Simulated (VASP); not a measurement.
Here is a VASP 6.6.1 calculation.

POSCAR

```
Pt
1.0
   -1.5842200000      1.5842200000      1.5842200000
    1.5842200000     -1.5842200000      1.5842200000
    1.5842200000      1.5842200000     -1.5842200000
Pt
1
Direct
    0.0000000000      0.0000000000      0.0000000000
```

The input INCAR.step1:

```
SYSTEM = Pt
PREC = Accurate
ENCUT = 550
ISMEAR = 0
SIGMA = 0.3
LREAL = .FALSE.
LASPH = .TRUE.
NELM = 120
NBANDS = 11
GGA = PE
ALGO = Normal
EDIFF = 1E-5
LWAVE = .TRUE.
LCHARG = .FALSE.
GGA_COMPAT = .FALSE.
```

Contents of INCAR.step2:

```
SYSTEM = Pt
PREC = Accurate
ENCUT = 550
EDIFF = 1E-6
ISMEAR = 0
SIGMA = 0.3
LREAL = .FALSE.
LASPH = .TRUE.
NELM = 120
ALGO = Normal
ISIF = 2
LWAVE = .FALSE.
LCHARG = .FALSE.
METAGGA = R2SCAN
LMIXTAU = .TRUE.
NBANDS = 11
ISTART = 1
GGA_COMPAT = .FALSE.
```

KPOINTS

```
Automatic mesh
0
G
  15 15 15
  0 0 0
```

Potentials or basis: VASP PAW PBE potentials, release 64 (Pt).

Command:

```bash
$ cat potpaw_PBE.64/Pt/POTCAR > POTCAR
$ cp INCAR.step1 INCAR
$ mpirun -np 1 vasp_std > vasp.out
$ cp INCAR.step2 INCAR
$ mpirun -np 1 vasp_std > vasp.out
```

Task: Predict the pressure.

Result: -5.9 GPa.

Task: What does it give for the band gap on the k mesh?

Result: Zero (bands 5 and 6 overlap by 2.23 eV).

Caveat: the cell stands under tension; so wide a smearing shifts energies and pressures; the PAW data sets were made with another functional, which shifts forces and pressure a little; spin-orbit coupling is left out, which moves the levels of the heavy elements.
